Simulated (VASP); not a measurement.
A run of VASP 6.6.1 is set up as follows.

Contents of POSCAR:

```
Si
1.0
    0.0000000000      2.7526728422      2.6425659285
    2.7526728422      0.0000000000      2.6425659285
    2.7526728422      2.7526728422      0.0000000000
Si
2
Direct
    0.5000000000      0.5000000000      0.5000000000
    0.7500000000      0.7500000000      0.7500000000
```

The input INCAR.step1:

```
ALGO = Normal
EDIFF = 1E-4
ENCUT = 520
GGA = PE
ISMEAR = 0
LASPH = True
LCHARG = False
LREAL = False
LWAVE = True
NBANDS = 11
NELM = 100
PREC = Accurate
SIGMA = 0.05
```

Contents of INCAR.step2:

```
ALGO = Normal
EDIFF = 1E-6
ENCUT = 520
ISIF = 2
ISMEAR = 0
ISTART = 1
LASPH = True
LCHARG = False
LMIXTAU = True
LREAL = False
LWAVE = False
METAGGA = R2SCAN
NBANDS = 11
NELM = 100
PREC = Accurate
SIGMA = 0.05
```

File KPOINTS:

```
k-points
0
Gamma
  12 12 12
```

Potentials or basis: VASP PAW PBE potentials, release 64 (Si).

Command:

```console
$ cat potpaw_PBE.64/Si/POTCAR > POTCAR
$ cp INCAR.step1 INCAR
$ mpirun -np 1 vasp_std > vasp.out
$ cp INCAR.step2 INCAR
$ mpirun -np 1 vasp_std > vasp.out
```

Question: Estimate the band gap on the k mesh.

Answer: 0.32 eV, indirect (least direct gap 2.46 eV).

Question: Estimate the pressure.

Answer: 0.4 GPa.

Stress tensor (GPa, compression positive):
```
-0.93  0.00  0.00
 0.00 -0.93  0.00
 0.00  0.00  3.16
```

Caveat: the PAW data sets were made with another functional, which shifts forces and pressure a little. A k mesh can miss the band edges.
